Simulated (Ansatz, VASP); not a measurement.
**Two plane-wave programs on BiPt3**

```
Bi Pt
1.0
     4.11344    0.00000    0.00000
     0.00000    4.11344    0.00000
     0.00000    0.00000    4.11344
Bi Pt
1 3
Direct
  0.00000 0.00000 0.00000
  0.00000 0.50000 0.50000
  0.50000 0.00000 0.50000
  0.50000 0.50000 0.00000
```

Alike in both runs: task single point; functional PBEsol; k mesh 10 × 10 × 10; occupations gaussian, width 0.1 eV; no spin polarisation.

|  | VASP | Ansatz |
| --- | --- | --- |
| version | VASP 6.6.1 | Ansatz 0.2.0 |
| potentials or method | VASP PAW PBE potentials, release 64 (Bi_d, Pt), cutoff 520 eV | scalar-relativistic, plane waves, PAW |
| valence electrons in the cell | 45 | 69 |

```csv
,VASP,Ansatz,Ansatz less VASP
gap on the k mesh at the Fermi level (eV),none,none,-
pressure (GPa),0.1,0.1,+0.07
```

VASP's potentials were made for PBE, not for PBEsol. A gap of «none» marks a metal or a gap that the smearing closes. The functional is the same, so the differences come from potentials, cutoffs and numerics. VASP's potentials hold 45 valence electrons a cell and Ansatz's 69, so a difference there can come from the potentials and not from the codes.

Neither program's run includes spin-orbit coupling.
